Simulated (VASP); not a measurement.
# Cd (R-3m) in VASP: a series of runs, part 2 of 2

VASP 6.6.1. The steps go on from the part before.

## Step 3: Single point, PBE

This run uses another cell than the first one, of the same volume but with other edges.

INCAR

```
SYSTEM = Cd
  PREC = Accurate
  ENCUT = 520
  EDIFF = 1E-7
  ISMEAR = 0
  SIGMA = 0.15
  LREAL = .FALSE.
  LASPH = .TRUE.
  NELM = 80
  ALGO = Fast
  ISIF = 2
  LWAVE = .FALSE.
  LCHARG = .FALSE.
  GGA = PE
  NBANDS = 12
```

KPOINTS

```
regular mesh
0
G
  20 20 20
  0 0 0
```

POSCAR

```
Cd
1.0
   -0.4807044603      2.0056979206      2.0056979206
    2.0056979206     -0.4807044603      2.0056979206
    2.0056979206      2.0056979206     -0.4807044603
Cd
1
Direct
    0.0000000000      0.0000000000      0.0000000000
```

Potentials or basis: VASP PAW PBE potentials, release 64 (Cd).

Started as:

```bash
$ cat potpaw_PBE.64/Cd/POTCAR > POTCAR
$ mpirun -np 1 vasp_std > vasp.out
```

OUTCAR:

```text
SYSTEM = Cd
   PREC = Accurate
   ENCUT = 520
   EDIFF = 1E-7
   ISMEAR = 0
   LREAL = .FALSE.
   LASPH = .TRUE.
   NELM = 80
   ISIF = 2
   GGA = PE

 ion  position               nearest neighbor table
   1  0.000  0.000  0.000-

  LATTYP: Found a trigonal (rhomboedric) cell.
 ALAT       =     2.8769298002
 COS(alpha) =     0.2530624440

  Lattice vectors:

 A1 = (  -0.4807044603,   2.0056979206,   2.0056979206)
 A2 = (   2.0056979206,  -0.4807044603,   2.0056979206)
 A3 = (   2.0056979206,   2.0056979206,  -0.4807044603)

Analysis of symmetry for initial positions (statically):
=====================================================================
 Subroutine PRICEL returns:
 Original cell was already a primitive cell.

 Routine SETGRP: Setting up the symmetry group for a
 trigonal (rhombohedral) supercell.

 Subroutine GETGRP returns: Found 12 space group operations
 (whereof 12 operations were pure point group operations)
 out of a pool of 12 trial point group operations.

The static configuration has the point symmetry D_3d.

Analysis of symmetry for dynamics (positions and initial velocities):
=====================================================================
 Subroutine PRICEL returns:
 Original cell was already a primitive cell.

 Routine SETGRP: Setting up the symmetry group for a
 trigonal (rhombohedral) supercell.

 Subroutine GETGRP returns: Found 12 space group operations
 (whereof 12 operations were pure point group operations)
 out of a pool of 12 trial point group operations.

The dynamic configuration has the point symmetry D_3d.

 Subroutine INISYM returns: Found 12 space group operations
 (whereof 12 operations are pure point group operations),
 and found     1 'primitive' translations

----------------------------------------------------------------------------------------

                                     Primitive cell

  volume of cell :      21.8274
[... 114 lines left out ...]
   AEXX    =    0.0000 exact exchange contribution
   IVDW    =     0    specifies the selected vdW correction
   LEPSILON=     F    determine dielectric tensor
   LRPA    =     F    only Hartree local field effects (RPA)
 non-spin polarized calculation
 RMM-DIIS sequential band-by-band and
 Gauss-broadening in eV      SIGMA  =   0.15
  energy-cutoff  :      520.00
  volume of cell :       21.83
 maximum number of plane-waves:       625
 NGX is ok and might be reduce to    24

 number of electron      11.9999994 magnetization

 Free energy of the ion-electron system (eV)
  ---------------------------------------------------
  ext. energy  EPLUGINS =         0.00000000
  ---------------------------------------------------
  free energy    TOTEN  =        -0.61680922 eV

  energy without entropy =       -0.61244586  energy(sigma->0) =       -0.61462754

 E-fermi :   2.7181     XC(G=0): -10.9359

 val. band max:        2.7177720479   @ k =  -0.4000   0.3000   0.1000
 cond. band min:       2.7312060105   @ k =  -0.4500   0.5000   0.1000
 fundamental gap:      0.0134339626
 Fermi energy:         2.7180761705

 k-point     1 :       0.0000    0.0000    0.0000
  band No.  band energies     occupation
      1      -7.0369      2.00000
      2      -7.0369      2.00000
      3      -6.0827      2.00000
      4      -5.6626      2.00000
      5      -5.6626      2.00000
      6      -5.5950      2.00000
      7      14.6412      0.00000
      8      14.8419      0.00000
      9      14.8419      0.00000
     10      18.7087      0.00000
     11      18.7087      0.00000
     12      19.8668      0.00000
[... 331 lines left out ...]
 k-point    24 :      -0.3500    0.0500   -0.0000
  band No.  band energies     occupation
      1      -6.9781      2.00000
      2      -6.8331      2.00000
      3      -5.8767      2.00000
      4      -5.7066      2.00000
      5      -5.6750      2.00000
      6      -2.6440      2.00000
      7       4.1281      0.00000
      8      14.1410      0.00000
      9      15.9975      0.00000
     10      20.1095      0.00000
     11      22.0212      0.00000
     12      22.0731      0.00000

 [... further k-points ...]

------------------------ aborting loop because EDIFF is reached ----------------------------------------

  FORCE on cell =-STRESS in cart. coord.  units (eV):
  Direction    XX          YY          ZZ          XY          YZ          ZX
  --------------------------------------------------------------------------------------
  -------------------------------------------------------------------------------------
  Total        1.0314073      1.0314073      1.0314073      0.3520068      0.3520068      0.3520068
  in kB       75.7073756     75.7073756     75.7073756     25.8380081     25.8380081     25.8380081
  external PRESSURE =      75.7073756 kB  Pullay stress =       0.0000000 kB

 VOLUME and BASIS-vectors are now :
 -----------------------------------------------------------------------------
  energy-cutoff  :      520.00
  volume of cell :       21.83
      direct lattice vectors                 reciprocal lattice vectors
    -0.480704460  2.005697921  2.005697921    -0.173714796  0.228472721  0.228472721
     2.005697921 -0.480704460  2.005697921     0.228472721 -0.173714796  0.228472721
     2.005697921  2.005697921 -0.480704460     0.228472721  0.228472721 -0.173714796

 POSITION                                       TOTAL-FORCE (eV/Angst)
 -----------------------------------------------------------------------------------
      0.00000      0.00000      0.00000        -0.000000      0.000000     -0.000000
 -----------------------------------------------------------------------------------
    total drift:                               -0.000000      0.000000      0.000000

  FREE ENERGIE OF THE ION-ELECTRON SYSTEM (eV)
  ---------------------------------------------------
  free  energy   TOTEN  =        -0.6168092180 eV

  energy  without entropy=       -0.6124458610  energy(sigma->0) =       -0.61462754
```

OSZICAR:

```text
N       E                     dE             d eps       ncg     rms          rms(c)
DAV:   1     0.709127088222E+02    0.70913E+02   -0.70052E+03 20040   0.995E+02
DAV:   2     0.612148659529E+00   -0.70301E+02   -0.67031E+02 20376   0.239E+02
DAV:   3    -0.668065505520E+00   -0.12802E+01   -0.12796E+01 22348   0.362E+01
DAV:   4    -0.669708062329E+00   -0.16426E-02   -0.16425E-02 20700   0.127E+00
DAV:   5    -0.669712129266E+00   -0.40669E-05   -0.40668E-05 22332   0.624E-02    0.328E+00
RMM:   6    -0.620425398374E+00    0.49287E-01   -0.82077E-02 19236   0.307E+00    0.254E+00
RMM:   7    -0.616979994503E+00    0.34454E-02   -0.63771E-03 20160   0.746E-01    0.124E+00
RMM:   8    -0.616778060997E+00    0.20193E-03   -0.14296E-03 20792   0.551E-01    0.698E-02
RMM:   9    -0.616798863932E+00   -0.20803E-04   -0.56526E-05 21556   0.895E-02    0.278E-02
RMM:  10    -0.616810081719E+00   -0.11218E-04   -0.23588E-05 21066   0.697E-02    0.106E-02
RMM:  11    -0.616809214269E+00    0.86745E-06   -0.34041E-06 21768   0.196E-02    0.366E-03
RMM:  12    -0.616809218043E+00   -0.37739E-08   -0.14760E-07 16015   0.546E-03
   1 F= -.61680922E+00 E0= -.61462754E+00  d E =-.436336E-02
```

It took 90 s on 1 thread of Intel Xeon Platinum 8259CL at 2.50GHz (Skylake/Cascade Lake), shared host; peak memory 0.3 GiB.

Results:

- Free energy: -0.6168 eV
- Pressure: 7.6 GPa
- Band gap on the k mesh: zero (bands 6 and 7 overlap by 4.25 eV)

Caveat: the cell stands under pressure.

## Step 4: Single point, PBE

This run uses another cell than the first one, of the same volume but with other edges.

INCAR

```
  PREC = Accurate
  ENCUT = 520
  EDIFF = 1E-6
  ISMEAR = 0
  SIGMA = 0.15
  LREAL = F
  LASPH = T
  NELM = 100
  ALGO = Fast
  ISIF = 2
  LWAVE = F
  LCHARG = F
  GGA = PE
  NBANDS = 12
```

KPOINTS

```
Automatic mesh
0
Gamma
  20 20 20
```

POSCAR

```
Cd
1.0
    0.5406842962      2.5187975751      2.5187975751
    2.5187975751      0.5406842962      2.5187975751
    2.5187975751      2.5187975751      0.5406842962
Cd
1
Direct
    0.0000000000      0.0000000000      0.0000000000
```

Potentials or basis: VASP PAW PBE potentials, release 64 (Cd).

Started as:

```bash
$ cat potpaw_PBE.64/Cd/POTCAR > POTCAR
$ mpirun -np 1 vasp_std > vasp.out
```

OUTCAR:

```text
PREC = Accurate
   ENCUT = 520
   EDIFF = 1E-6
   ISMEAR = 0
   LREAL = F
   LASPH = T
   NELM = 100
   ISIF = 2
   GGA = PE

 ion  position               nearest neighbor table
   1  0.000  0.000  0.000-

  LATTYP: Found a trigonal (rhomboedric) cell.
 ALAT       =     3.6029185332
 COS(alpha) =     0.6985651702

  Lattice vectors:

 A1 = (   0.5406842962,   2.5187975751,   2.5187975751)
[... 539 lines left out ...]
     10      16.3450      0.00000
     11      17.8736      0.00000
     12      18.2485      0.00000

 [... further k-points ...]

------------------------ aborting loop because EDIFF is reached ----------------------------------------

  FORCE on cell =-STRESS in cart. coord.  units (eV):
  Direction    XX          YY          ZZ          XY          YZ          ZX
  --------------------------------------------------------------------------------------
  -------------------------------------------------------------------------------------
  Total        1.2784421      1.2784421      1.2784421     -0.6400559     -0.6400559     -0.6400559
  in kB       93.8402319     93.8402319     93.8402319    -46.9813943    -46.9813943    -46.9813943
  external PRESSURE =      93.8402319 kB  Pullay stress =       0.0000000 kB

 VOLUME and BASIS-vectors are now :
 -----------------------------------------------------------------------------
  energy-cutoff  :      520.00
  volume of cell :       21.83
      direct lattice vectors                 reciprocal lattice vectors
     0.540684296  2.518797575  2.518797575    -0.277265899  0.228266322  0.228266322
     2.518797575  0.540684296  2.518797575     0.228266322 -0.277265899  0.228266322
     2.518797575  2.518797575  0.540684296     0.228266322  0.228266322 -0.277265899

 POSITION                                       TOTAL-FORCE (eV/Angst)
 -----------------------------------------------------------------------------------
      0.00000      0.00000      0.00000         0.000000      0.000000     -0.000000
 -----------------------------------------------------------------------------------
    total drift:                               -0.000000     -0.000000     -0.000000

  FREE ENERGIE OF THE ION-ELECTRON SYSTEM (eV)
  ---------------------------------------------------
  free  energy   TOTEN  =        -0.6159212341 eV

  energy  without entropy=       -0.6125636508  energy(sigma->0) =       -0.61424244
```

stdout:

```text
POSCAR found type information on POSCAR Cd
 POSCAR found :  1 types and       1 ions
 scaLAPACK will be used
 LDA part: xc-table for (Slater+PW92), standard interpolation
 POSCAR, INCAR and KPOINTS ok, starting setup
 FFT: planning ... GRIDC
 FFT: planning ... GRID_SOFT
 FFT: planning ... GRID
 WAVECAR not read
 entering main loop
```

Run time: 3.6 min. Hardware: 1 thread of Intel Xeon Platinum 8259CL at 2.50GHz (Skylake/Cascade Lake), shared host; peak memory 0.31 GiB.

Results:

```
Free energy            : -0.6159 eV
Pressure               : 9.4 GPa
Band gap on the k mesh : zero (bands 6 and 7 overlap by 5.69 eV)
```

Caveat: the cell stands under pressure.

## Step 5: The runs side by side

```tsv
cell	further INCAR settings	gap on the mesh (eV)	pressure (GPa)
a = 4.312 Å, angles 33.6°, 1 atom	ALGO = Fast; EDIFF = 1e-06; NBANDS = 12	none	47.0
a = 2.877 Å, angles 75.3°, 1 atom	ALGO = Fast; EDIFF = 1e-07; NBANDS = 12	none	7.6
a = 3.603 Å, angles 45.7°, 1 atom	ALGO = Fast; EDIFF = 1e-06; NBANDS = 12	none	9.4
```

Alike in all rows: task single point; level PBE; potentials or basis VASP PAW PBE potentials, release 64 (Cd); no spin polarisation; k mesh 20 × 20 × 20; cutoff (eV) 520; smearing gaussian 0.15 eV.

Caveats: the cell stands under pressure.

Total energies depend on the potentials used, so only differences within one code and one set of settings carry meaning.
